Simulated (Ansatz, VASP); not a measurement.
Nb in VASP and in Ansatz

```
Nb
1.0
    -1.63899    1.63899    1.66395
     1.63899   -1.63899    1.66395
     1.63899    1.63899   -1.66395
Nb
1
Direct
  0.00000 0.00000 0.00000
```

Change from the starting cell: strain -0.015 along x and y, +0.000 along z, atoms carried along.

Alike in both runs: task single point; functional PBEsol; k mesh 20 × 20 × 20; occupations gaussian, width 0.15 eV; no spin polarisation.

|  | VASP | Ansatz |
| --- | --- | --- |
| version | VASP 6.6.1 | Ansatz 0.2.0 |
| potentials or method | VASP PAW PBE potentials, release 64 (Nb_sv), cutoff 520 eV | scalar-relativistic, plane waves, PAW |
| valence electrons in the cell | 13 | 13 |

|  | VASP | Ansatz | Ansatz less VASP |
| --- | --- | --- | --- |
| gap on the k mesh at the Fermi level (eV) | none | none | - |
| pressure (GPa) | -4.0 | -3.7 | +0.32 |
| traceless stress, the component that is largest in VASP (GPa) | -1.23 | -1.23 | -0.005 |

VASP's potentials were made for PBE, not for PBEsol. A gap of «none» marks a metal or a gap that the smearing closes.
